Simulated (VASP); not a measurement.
# GaN (I4/mmm) in VASP: further runs

Aim: see how the results for GaN move with the level of theory and the settings. Levels: PBE, r2SCAN. Tasks: single point.

Everything below comes from runs of VASP 6.6.1. Logs are shortened: lines on timing, memory, paths and dates and some standing lists are left out, and cuts for length are marked.

## 1. The cell of the first run

The structure is tetragonal, space group I4/mmm (No. 139). Conventional cell: a = 3.131 Å, b = 3.131 Å, c = 4.036 Å, α = 90.00°, β = 90.00°, γ = 90.00°. Ga (site symmetry 4/mmm) has 6 N at 2.02 to 2.21 Å within 2.7 Å. Within 2.7 Å of N (site symmetry 4/mmm) lie 6 Ga at 2.02 to 2.21 Å.

## 2. Single point, PBE (epitaxial xy strain +5.0%)

Input file INCAR:

```
SYSTEM = GaN
  PREC = Accurate
  ENCUT = 520
  EDIFF = 1E-6
  ISMEAR = -1
  SIGMA = 0.02
  LREAL = .False.
  LASPH = .True.
  NELM = 80
  ALGO = Normal
  ISIF = 2
  LWAVE = .False.
  LCHARG = .True.
  GGA = PE
  LELF = .True.
  LVHAR = .True.
  NBANDS = 16
```

Input file KPOINTS:

```
Automatic mesh
0
Gamma
  10 10 10
  0 0 0
```

Input file POSCAR:

```
GaN
1.0
    0.0000000000      2.2139409981      2.0181196477
    2.2139409981      0.0000000000      2.0181196477
    2.2139409981      2.2139409981      0.0000000000
Ga N
1 1
Direct
    0.0000000000      0.0000000000      0.0000000000
    0.5000000000      0.5000000000      0.5000000000
```

Potentials or basis: VASP PAW PBE potentials, release 64 (Ga_d, N).

Started as:

```console
> cat potpaw_PBE.64/Ga_d/POTCAR potpaw_PBE.64/N/POTCAR > POTCAR
> mpirun -np 1 vasp_std > vasp.out
```

OUTCAR:

```text
SYSTEM = GaN
   PREC = Accurate
   ENCUT = 520
   EDIFF = 1E-6
   ISMEAR = -1
   LREAL = .False.
   LASPH = .True.
   NELM = 80
   ISIF = 2
   GGA = PE

 ion  position               nearest neighbor table
   1  0.000  0.000  0.000-   2 2.02   2 2.02   2 2.21   2 2.21   2 2.21   2 2.21
   2  0.500  0.500  0.500-   1 2.02   1 2.02   1 2.21   1 2.21   1 2.21   1 2.21

  LATTYP: Found a body centered tetragonal cell.
 ALAT       =     3.1309853858
 C/A-ratio  =     1.2891274784

  Lattice vectors:

 A1 = (   0.0000000000,  -2.2139409981,  -2.0181196477)
 A2 = (   0.0000000000,   2.2139409981,  -2.0181196477)
 A3 = (   2.2139409981,   0.0000000000,   2.0181196477)

Analysis of symmetry for initial positions (statically):
=====================================================================
 Subroutine PRICEL returns:
 Original cell was already a primitive cell.

 Routine SETGRP: Setting up the symmetry group for a
 body centered tetragonal supercell.

 Subroutine GETGRP returns: Found 16 space group operations
 (whereof 16 operations were pure point group operations)
 out of a pool of 16 trial point group operations.

The static configuration has the point symmetry D_4h.

Analysis of symmetry for dynamics (positions and initial velocities):
=====================================================================
 Subroutine PRICEL returns:
 Original cell was already a primitive cell.

 Routine SETGRP: Setting up the symmetry group for a
 body centered tetragonal supercell.

 Subroutine GETGRP returns: Found 16 space group operations
 (whereof 16 operations were pure point group operations)
 out of a pool of 16 trial point group operations.

The dynamic configuration has the point symmetry D_4h.

 Subroutine INISYM returns: Found 16 space group operations
 (whereof 16 operations are pure point group operations),
 and found     1 'primitive' translations

----------------------------------------------------------------------------------------

                                     Primitive cell

  volume of cell :      19.7838

  direct lattice vectors                    reciprocal lattice vectors
     0.000000000  2.213940998  2.018119648    -0.225841610  0.225841610  0.247755380
     2.213940998  0.000000000  2.018119648     0.225841610 -0.225841610  0.247755380
     2.213940998  2.213940998  0.000000000     0.225841610  0.225841610 -0.247755380

  length of vectors
     2.995720557  2.995720557  3.130985386     0.404217261  0.404217261  0.404217261

  position of ions in fractional coordinates (direct lattice)
     0.000000000  0.000000000  0.000000000
     0.500000000  0.500000000  0.500000000

  ion indices of the primitive-cell ions
   primitive index   ion index
                 1           1
                 2           2

----------------------------------------------------------------------------------------

 KPOINTS: Automatic mesh

Automatic generation of k-mesh.
 Grid dimensions read from file:
 generate k-points for:   10   10   10

 Generating k-lattice:

  Cartesian coordinates                     Fractional coordinates (reciprocal lattice)
    -0.022584161  0.022584161  0.024775538     0.100000000 -0.000000000  0.000000000
     0.022584161 -0.022584161  0.024775538    -0.000000000  0.100000000  0.000000000
     0.022584161  0.022584161 -0.024775538     0.000000000  0.000000000  0.100000000

  Length of vectors
     0.040421726  0.040421726  0.040421726

  Shift w.r.t. Gamma in fractional coordinates (k-lattice)
     0.000000000  0.000000000  0.000000000

 Subroutine IBZKPT returns following result:
 ===========================================

 Found    102 irreducible k-points:

 Following reciprocal coordinates:
            Coordinates               Weight
  0.000000  0.000000  0.000000      1.000000
  0.100000 -0.000000  0.000000      8.000000
  0.200000 -0.000000  0.000000      8.000000
  0.300000 -0.000000  0.000000      8.000000
  0.400000  0.000000  0.000000      8.000000
  0.500000  0.000000  0.000000      4.000000
[... 16 lines left out ...]
  0.300000  0.300000  0.000000      2.000000
  0.400000  0.300000  0.000000      8.000000
 [... further k-points ...]
   k-points           NKPTS =    102   k-points in BZ     NKDIM =    102   number of bands    NBANDS=     16
   number of dos      NEDOS =    301   number of ions     NIONS =      2
   total plane-waves  NPLWV =  13824
   dimension x,y,z NGX =    24 NGY =   24 NGZ =   24
   dimension x,y,z NGXF=    48 NGYF=   48 NGZF=   48
   ions per type =               1   1
   NGX,Y,Z   is equivalent  to a cutoff of  13.32, 13.32, 12.74 a.u.
   NGXF,Y,Z  is equivalent  to a cutoff of  26.64, 26.64, 25.49 a.u.
 SYSTEM =  GaN
   PREC   = accura    normal or accurate (medium, high low for compatibility)
   ISTART =      0    job   : 0-new  1-cont  2-samecut
   ICHARG =      2    charge: 1-file 2-atom 10-const
   ISPIN  =      1    spin polarized calculation?
   LNONCOLLINEAR =      F non collinear calculations
   LSORBIT =      F    spin-orbit coupling
   LASPH  =      T    aspherical Exc in radial PAW
   ENCUT  =  520.0 eV  38.22 Ry    6.18 a.u.   5.57  5.57  5.82*2*pi/ulx,y,z
   NELM   =     80;   NELMIN=  2; NELMDL= -5     # of ELM steps
   EDIFF  = 0.1E-05   stopping-criterion for ELM
   LREAL  =      F    real-space projection
   EDIFFG = 0.1E-04   stopping-criterion for IOM
   NSW    =      0    number of steps for IOM
   IBRION =     -1    ionic relax: 0-MD 1-quasi-New 2-CG
   NFREE  =      0    steps in history (QN), initial steepest desc. (CG)
   ISIF   =      2    stress and relaxation
   ISYM   =      2    0-nonsym 1-usesym 2-fastsym
   POTIM  = 0.5000    time-step for ionic-motion
   TEBEG  =    0.0;   TEEND  =   0.0 temperature during run
   PSTRESS=    0.0 pullay stress
   NELECT =      18.0000    total number of electrons
   NUPDOWN=      -1.0000    fix difference up-down
   EMIN   =  10.00;   EMAX   =-10.00  energy-range for DOS
   EFERMI =   0.00;   METHOD = LEGACY
   ISMEAR =    -1;   SIGMA  =   0.02  broadening in eV -4-tet -1-fermi 0-gaus
   EFERMI_NEDOS =   21; number of points for ismear=-14 and -15
   IALGO  =     38    algorithm
   IMIX   =      4    mixing-type and parameters
     AMIX     =   0.40;   BMIX     =  1.00
     AMIX_MAG =   1.60;   BMIX_MAG =  1.00
  volume/ion in A,a.u.               =       9.89        66.75
  Fermi-wavevector in a.u.,A,eV,Ry     =   1.586339  2.997746 34.238672  2.516471
  Thomas-Fermi vector in A             =   2.685665
   LORBIT       =      0    0 simple, 1 ext, 2 COOP (PROOUT), +10 PAW based schemes
   GGA     = PE    functional components
   LHFCALC =     F    Hartree Fock is set to
   AEXX    =    0.0000 exact exchange contribution
   IVDW    =     0    specifies the selected vdW correction
   LEPSILON=     F    determine dielectric tensor
   LRPA    =     F    only Hartree local field effects (RPA)
 non-spin polarized calculation
  energy-cutoff  :      520.00
  volume of cell :       19.78
 maximum number of plane-waves:       546
 NGX is ok and might be reduce to    24
   NGX = 11   NGY = 11   NGZ = 11

 number of electron      18.0000002 magnetization

 Free energy of the ion-electron system (eV)
  ---------------------------------------------------
  ext. energy  EPLUGINS =         0.00000000
  ---------------------------------------------------
  free energy    TOTEN  =       -11.15069581 eV

  energy without entropy =      -11.15051609  energy(sigma->0) =      -11.15060595

 E-fermi :   7.3542     XC(G=0): -12.8018

 val. band max:        7.2982910117   @ k =  -0.2000   0.0000   0.2000
 cond. band min:       8.0307540913   @ k =   0.5000   0.0000   0.5000
 fundamental gap:      0.7324630796
 Fermi energy:         7.3541835234

 k-point     1 :       0.0000    0.0000    0.0000
  band No.  band energies     occupation
      1      -9.6025      2.00000
      2      -6.7021      2.00000
      3      -6.7021      2.00000
      4      -6.6751      2.00000
      5      -6.6739      2.00000
      6      -6.5262      2.00000
[... 8 lines left out ...]
     15      22.3528      0.00000
     16      23.3536      0.00000

 k-point     2 :       0.1000   -0.0000    0.0000
  band No.  band energies     occupation
      1      -9.4180      2.00000
      2      -6.7031      2.00000
      3      -6.7026      2.00000
      4      -6.6715      2.00000
      5      -6.6683      2.00000
      6      -6.5449      2.00000
[... 8 lines left out ...]
     15      22.6133      0.00000
     16      24.4962      0.00000

 k-point     3 :       0.2000   -0.0000    0.0000
  band No.  band energies     occupation
      1      -8.8849      2.00000
      2      -6.7430      2.00000
      3      -6.7200      2.00000
      4      -6.6623      2.00000
      5      -6.6156      2.00000
      6      -6.5764      2.00000
[... 8 lines left out ...]
     15      23.9650      0.00000
     16      24.5570      0.00000

 k-point     4 :       0.3000   -0.0000    0.0000
  band No.  band energies     occupation
      1      -8.0831      2.00000
      2      -6.7963      2.00000
      3      -6.7624      2.00000
      4      -6.6770      2.00000
      5      -6.5648      2.00000
      6      -6.5453      2.00000
[... 8 lines left out ...]
     15      25.8711      0.00000
     16      25.9475      0.00000
[... 324 lines left out ...]
 k-point    22 :      -0.2000    0.2000    0.0000
  band No.  band energies     occupation
      1      -8.2782      2.00000
      2      -6.7570      2.00000
      3      -6.7018      2.00000
      4      -6.6952      2.00000
      5      -6.5994      2.00000
      6      -6.1306      2.00000
[... 8 lines left out ...]
     15      27.0415      0.00000
     16      27.2812      0.00000

 k-point    23 :       0.3000    0.3000    0.0000
  band No.  band energies     occupation
      1      -8.0166      2.00000
      2      -6.8007      2.00000
      3      -6.5827      2.00000
      4      -6.5452      2.00000
      5      -6.5452      2.00000
      6      -6.0503      2.00000
[... 8 lines left out ...]
     15      29.3546      0.00000
     16      33.2893      0.00000

 k-point    24 :       0.4000    0.3000    0.0000
  band No.  band energies     occupation
      1      -8.0151      2.00000
      2      -6.8191      2.00000
      3      -6.6018      2.00000
      4      -6.5197      2.00000
      5      -6.4806      2.00000
      6      -5.2244      2.00000
[... 8 lines left out ...]
     15      30.4942      0.00000
     16      33.2954      0.00000

 [... further k-points ...]
[... 5 lines left out ...]
  --------------------------------------------------------------------------------------
  -------------------------------------------------------------------------------------
  Total       -0.6062276     -0.6062276      1.2146243      0.0000000      0.0000000      0.0000000
  in kB      -49.0950023    -49.0950023     98.3656689      0.0000000      0.0000000      0.0000000
  external PRESSURE =       0.0585548 kB  Pullay stress =       0.0000000 kB

 VOLUME and BASIS-vectors are now :
 -----------------------------------------------------------------------------
  energy-cutoff  :      520.00
  volume of cell :       19.78
      direct lattice vectors                 reciprocal lattice vectors
     0.000000000  2.213940998  2.018119648    -0.225841610  0.225841610  0.247755380
     2.213940998  0.000000000  2.018119648     0.225841610 -0.225841610  0.247755380
     2.213940998  2.213940998  0.000000000     0.225841610  0.225841610 -0.247755380

 POSITION                                       TOTAL-FORCE (eV/Angst)
 -----------------------------------------------------------------------------------
      0.00000      0.00000      0.00000         0.000000      0.000000      0.000000
      2.21394      2.21394      2.01812         0.000000      0.000000     -0.000000
 -----------------------------------------------------------------------------------
    total drift:                                0.000000     -0.000000     -0.000000

  FREE ENERGIE OF THE ION-ELECTRON SYSTEM (eV)
  ---------------------------------------------------
  free  energy   TOTEN  =       -11.1506958141 eV

  energy  without entropy=      -11.1505160875  energy(sigma->0) =      -11.15060595
```

It took 35 s on 1 thread of Intel Xeon 6975P-C, shared host; peak memory 0.16 GiB.

What came out:

```yaml
Free_energy: -11.1507 eV
Pressure: 0.0 GPa
Band_gap_on_the_k_mesh: zero (band 9 reaches 7.30 eV, above the bottom of band 10 at 7.24 eV)
```

Stress tensor (GPa, compression positive):
```
-4.91  0.00  0.00
 0.00 -4.91  0.00
 0.00  0.00  9.84
```

Caveat: the cell differs from its parent crystal (epitaxial xy strain +5.0%).

## 3. Single point, r2SCAN (epitaxial xy strain +5.0%)

POSCAR is that of step 2.

Input file INCAR.step1:

```
SYSTEM = GaN
PREC = Accurate ; ENCUT = 520
ISMEAR = -1 ; SIGMA = 0.02
LREAL = .False. ; LASPH = .True.
NELM = 80 ; NBANDS = 16
GGA = PE ; ALGO = Normal
EDIFF = 1E-4 ; LWAVE = .True.
LCHARG = .False.
```

Input file INCAR.step2:

```
SYSTEM = GaN
PREC = Accurate ; ENCUT = 520
EDIFF = 1E-7 ; ISMEAR = -1
SIGMA = 0.02 ; LREAL = .False.
LASPH = .True. ; NELM = 80
ALGO = Normal ; ISIF = 2
LWAVE = .False. ; LCHARG = .True.
METAGGA = R2SCAN ; LMIXTAU = .True.
LELF = .True. ; LVHAR = .True.
NBANDS = 16 ; ISTART = 1
```

KPOINTS is that of step 2.

Potentials or basis: VASP PAW PBE potentials, release 64 (Ga_d, N).

Started as:

```console
> cat potpaw_PBE.64/Ga_d/POTCAR potpaw_PBE.64/N/POTCAR > POTCAR
> cp INCAR.step1 INCAR
> mpirun -np 1 vasp_std > vasp.out
> cp INCAR.step2 INCAR
> mpirun -np 1 vasp_std > vasp.out
```

Run time: 2 min. Hardware: 1 thread of Intel Xeon 6975P-C, shared host; peak memory 0.17 GiB.

The run converged. Its results:

* Free energy: -20.8929 eV
* Pressure: -7.7 GPa
* Band gap on the k mesh: 0.43 eV, indirect (least direct gap 2.51 eV)

Stress tensor (GPa, compression positive):
```
-12.38   0.00   0.00
  0.00 -12.38   0.00
  0.00   0.00   1.64
```

Levels at points of the mesh, in eV from the valence-band top:
```tsv
k point	band 7	band 8	band 9	band 10	band 11	band 12
(0.00, 0.00, 0.00)	-1.11	-0.19	-0.19	2.32	15.02	15.02
(0.50, 0.00, 0.00)	-8.10	-0.38	0.00	4.98	8.67	9.80
(0.50, 0.50, 0.00)	-6.73	-3.31	-3.31	0.43	7.77	13.36
(0.50, 0.00, 0.50)	-6.93	-3.40	-2.11	1.22	8.90	12.14
```

Caveat: the cell differs from its parent crystal (epitaxial xy strain +5.0%); the PAW data sets were made with another functional, which shifts forces and pressure a little.
